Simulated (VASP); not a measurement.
# Pb in VASP: further runs, part 2 of 2

VASP 6.6.1.

### Step 3. Single point, PBE+D3(BJ)

Contents of INCAR:

```
SYSTEM = Pb
ALGO     = Normal         ! electronic algorithm
DIPOL    = 0.5 0.5 0.500
EDIFF    = 1E-6           ! SCF threshold, eV
ENCUT    = 520            ! plane-wave cutoff, eV
GGA      = PE             ! functional
IDIPOL   = 3            
ISIF     = 2              ! what is computed and relaxed
ISMEAR   = -1             ! smearing method
IVDW     = 12             ! dispersion correction
LASPH    = .True.         ! aspherical terms in the spheres
LCHARG   = .False.        ! write CHGCAR
LDIPOL   = .True.       
LREAL    = .False.        ! projectors in reciprocal space
LWAVE    = .False.        ! write WAVECAR
NBANDS   = 66             ! bands
NELM     = 100            ! most SCF steps
PREC     = Accurate       ! precision mode
SIGMA    = 0.05           ! smearing width, eV
```

Contents of KPOINTS:

```
k-points
0
Gamma
  9 9 1
  0 0 0
```

Contents of POSCAR:

```
Pb
1.0
    3.5243661424      0.0000000000      0.0000000000
   -1.7621830712      3.0521906115      0.0000000000
    0.0000000000      0.0000000000     35.1166731675
Pb
8
Direct
    0.3333333333      0.6666666667      0.2135737621
    0.0000000000      0.0000000000      0.2954098301
    0.6666666667      0.3333333333      0.3772458980
    0.0000000000      0.0000000000      0.4590819660
    0.3333333333      0.6666666667      0.5414085691
    0.0000000000      0.0000000000      0.6209094389
    0.6666666667      0.3333333333      0.7056848772
    0.0000000000      0.0000000000      0.7828577682
```

Potentials or basis: VASP PAW PBE potentials, release 64 (Pb_d).

Command:

```console
$ cat potpaw_PBE.64/Pb_d/POTCAR > POTCAR
$ mpirun -np 1 vasp_std > vasp.out
```

Wall time 5.2 min (1 thread of Intel Xeon 6975P-C (Granite Rapids), shared host); peak memory 0.6 GiB.

It converged, with:

- Free energy: -31.0097 eV
- Largest force: 0.276 eV/Å
- Band gap on the k mesh: zero (bands 56 and 57 overlap by 5.33 eV)
- Dispersion energy per atom: -0.358 eV

Forces on the atoms (eV/Å):
```
Pb   0.000  0.000  0.240
Pb   0.000  0.000 -0.276
Pb   0.000  0.000  0.073
Pb   0.000  0.000 -0.043
Pb   0.000  0.000 -0.005
Pb   0.000  0.000  0.013
Pb   0.000  0.000 -0.020
Pb   0.000  0.000  0.018
```

Levels at points of the mesh, in eV from the Fermi level:
```csv
k point,band 52,band 53,band 54,band 55,band 56,band 57,band 58,band 59,band 60,band 61
"(0.00, 0.00, 0.00)",-0.58,0.97,2.34,3.24,3.98,4.20,5.47,5.47,5.50,5.63
```

Caveat: spin-orbit coupling is left out, which moves the levels of the heavy elements.

### Step 4. Single point, PBE+D3(BJ)

Contents of INCAR:

```
PREC     = Accurate       # precision mode
ENCUT    = 520            # plane-wave cutoff, eV
EDIFF    = 1E-7           # SCF threshold, eV
ISMEAR   = -1             # smearing method
SIGMA    = 0.05           # smearing width, eV
LREAL    = False          # projectors in reciprocal space
LASPH    = True           # aspherical terms in the spheres
NELM     = 80             # most SCF steps
ALGO     = Normal         # electronic algorithm
ISIF     = 2              # what is computed and relaxed
LWAVE    = False          # write WAVECAR
LCHARG   = False          # write CHGCAR
LDIPOL   = True         
IDIPOL   = 3            
DIPOL    = 0.5 0.5 0.500
GGA      = PE             # functional
IVDW     = 12             # dispersion correction
NBANDS   = 66             # bands
```

Contents of KPOINTS:

```
Automatic mesh
0
Gamma
  9 9 1
```

Contents of POSCAR:

```
Pb
1.0
    3.5243661424      0.0000000000      0.0000000000
   -1.7621830712      3.0521906115      0.0000000000
    0.0000000000      0.0000000000     35.1166731675
Pb
8
Direct
    0.3333333333      0.6666666667      0.2135737621
    0.0000000000      0.0000000000      0.2954098301
    0.6666666667      0.3333333333      0.3772458980
    0.0000000000      0.0000000000      0.4590819660
    0.3333333333      0.6666666667      0.5416638563
    0.0000000000      0.0000000000      0.6213046573
    0.6666666667      0.3333333333      0.7062701948
    0.0000000000      0.0000000000      0.7834588270
```

Command:

```console
$ cat potpaw_PBE.64/Pb_d/POTCAR > POTCAR
$ mpirun -np 1 vasp_std > vasp.out
```

Run time: 6 min. Hardware: 1 thread of Intel Xeon 6975P-C (Granite Rapids), shared host; peak memory 0.6 GiB.

It converged, with:

```
Free energy                : -31.0097 eV
Largest force              : 0.276 eV/Å
Band gap on the k mesh     : zero (bands 56 and 57 overlap by 5.32 eV)
Dispersion energy per atom : -0.358 eV
```

Forces in eV/Å, atoms in the order of the input:
```
Pb   0.000  0.000  0.240
Pb   0.000  0.000 -0.276
Pb   0.000  0.000  0.076
Pb   0.000  0.000 -0.032
Pb   0.000  0.000 -0.006
Pb   0.000  0.000  0.008
Pb   0.000  0.000 -0.025
Pb   0.000  0.000  0.015
```

Levels at points of the mesh, in eV from the Fermi level:
```tsv
k point	band 53	band 54	band 55	band 56	band 57	band 58	band 59	band 60
(0.00, 0.00, 0.00)	0.96	2.33	3.24	3.98	4.20	5.48	5.48	5.51
```

Caveat: three body term missing; spin-orbit coupling is left out, which moves the levels of the heavy elements.

### Step 5. Single point, PBE+D3(BJ)

Contents of INCAR:

```
SYSTEM = Pb
PREC = Accurate
ENCUT = 520
EDIFF = 1E-7
ISMEAR = -1
SIGMA = 0.05
LREAL = .FALSE.
LASPH = .TRUE.
NELM = 100
ALGO = Normal
ISIF = 2
LWAVE = .FALSE.
LCHARG = .FALSE.
LDIPOL = .TRUE.
IDIPOL = 3
DIPOL = 0.5 0.5 0.500
GGA = PE
IVDW = 12
NBANDS = 66
```

Contents of KPOINTS:

```
Automatic mesh
0
G
  9 9 1
  0 0 0
```

Contents of POSCAR:

```
Pb
1.0
    3.5243661424      0.0000000000      0.0000000000
   -1.7621830712      3.0521906115      0.0000000000
    0.0000000000      0.0000000000     35.1166731675
Pb
8
Direct
    0.3333333300      0.6666666600      0.2135737621
    0.0000000000      0.0000000000      0.2954098301
    0.6666666700      0.3333333400      0.3772458980
    0.0000000000      0.0000000000      0.4590819660
    0.3333333300      0.6666666600      0.5409180340
    0.0000000000      0.0000000000      0.6227541020
    0.6666666700      0.3333333400      0.7045901699
    0.0000000000      0.0000000000      0.7864262379
```

Potentials or basis: VASP PAW PBE potentials, release 64 (Pb_d).

Command:

```console
$ cat potpaw_PBE.64/Pb_d/POTCAR > POTCAR
$ mpirun -np 1 vasp_std > vasp.out
```

OUTCAR:

```text
SYSTEM = Pb
   PREC = Accurate
   ENCUT = 520
   EDIFF = 1E-7
   ISMEAR = -1
   LREAL = .FALSE.
   LASPH = .TRUE.
   NELM = 100
   ISIF = 2
   GGA = PE
   IVDW = 12
 IVDW          = 12

 ion  position               nearest neighbor table
   1  0.333  0.667  0.214-   2 3.52   2 3.52   2 3.52
   2  0.000  0.000  0.295-   3 3.52   1 3.52   3 3.52   3 3.52   1 3.52   1 3.52
   3  0.667  0.333  0.377-   2 3.52   4 3.52   2 3.52   2 3.52   4 3.52   4 3.52
   4  0.000  0.000  0.459-   5 3.52   3 3.52   3 3.52   5 3.52   3 3.52   5 3.52
   5  0.333  0.667  0.541-   4 3.52   6 3.52   4 3.52   6 3.52   4 3.52   6 3.52
   6  0.000  0.000  0.623-   7 3.52   5 3.52   7 3.52   7 3.52   5 3.52   5 3.52
   7  0.667  0.333  0.705-   6 3.52   8 3.52   6 3.52   6 3.52   8 3.52   8 3.52
[... 1038 lines left out ...]
  external pressure =       -8.59 kB  Pullay stress =        0.00 kB

 VOLUME and BASIS-vectors are now :
 -----------------------------------------------------------------------------
  energy-cutoff  :      520.00
  volume of cell :      377.75
      direct lattice vectors                 reciprocal lattice vectors
     3.524366142  0.000000000  0.000000000     0.283738965  0.163816768  0.000000000
    -1.762183071  3.052190611  0.000000000     0.000000000  0.327633535  0.000000000
     0.000000000  0.000000000 35.116673167     0.000000000  0.000000000  0.028476502

 POSITION                                       TOTAL-FORCE (eV/Angst)
 -----------------------------------------------------------------------------------
      0.00000      2.03479      7.50000         0.000000      0.000000      0.241362
      0.00000      0.00000     10.37381        -0.000000      0.000000     -0.281233
      1.76218      1.01740     13.24762         0.000000      0.000000      0.072565
      0.00000      0.00000     16.12143        -0.000000      0.000000     -0.033067
      0.00000      2.03479     18.99524        -0.000000     -0.000000      0.084163
      0.00000      0.00000     21.86905        -0.000000      0.000000     -0.142009
      1.76218      1.01740     24.74286         0.000000     -0.000000      0.295398
      0.00000      0.00000     27.61667        -0.000000      0.000000     -0.237179
 -----------------------------------------------------------------------------------
    total drift:                               -0.000000      0.000000     -0.000093

  FREE ENERGIE OF THE ION-ELECTRON SYSTEM (eV)
  ---------------------------------------------------
  free  energy   TOTEN  =       -30.9827888000 eV

  energy  without entropy=      -30.9512291952  energy(sigma->0) =      -30.96700900

 vacuum level on the upper side and lower side of the slab         7.055         7.027
```

stdout:

```text
POSCAR found type information on POSCAR Pb
 POSCAR found :  1 types and       8 ions
 scaLAPACK will be used
 LDA part: xc-table for (Slater+PW92), standard interpolation
 POSCAR, INCAR and KPOINTS ok, starting setup
 FFT: planning ... GRIDC
 FFT: planning ... GRID_SOFT
 FFT: planning ... GRID
 WAVECAR not read
 entering main loop
```

It took 6.3 min on 1 thread of Intel Xeon 6975P-C (Granite Rapids), shared host; peak memory 0.6 GiB.

Results:

```yaml
Free_energy: -30.9828 eV
Largest_force: 0.295 eV/Å
Band_gap_on_the_k_mesh: zero (bands 56 and 57 overlap by 5.24 eV)
Dispersion_energy_per_atom: -0.357 eV
```

Forces on the atoms (eV/Å):
```
Pb   0.000  0.000  0.241
Pb   0.000  0.000 -0.281
Pb   0.000  0.000  0.073
Pb   0.000  0.000 -0.033
Pb   0.000  0.000  0.084
Pb   0.000  0.000 -0.142
Pb   0.000  0.000  0.295
Pb   0.000  0.000 -0.237
```

Caveat: three body term missing; spin-orbit coupling is left out, which moves the levels of the heavy elements.

### Step 6. Overview

```tsv
level	cell	gap on the mesh (eV)	largest force (eV/Å)
PBE	as given, atomic positions A	none	0.33
PBE+D3(BJ)	as given, atomic positions B	none	0.28
PBE+D3(BJ)	as given, atomic positions C	none	0.28
PBE+D3(BJ)	as given, atomic positions D	none	0.30
```

Alike in all rows: task single point; potentials or basis VASP PAW PBE potentials, release 64 (Pb_d); no spin polarisation; k mesh 9 × 9 × 1; cutoff (eV) 520; smearing fermi-dirac 0.05 eV.

Caveats: spin-orbit coupling is left out, which moves the levels of the heavy elements; three body term missing (at least some runs).

Total energies depend on the potentials used, so only differences within one code and one set of settings carry meaning.
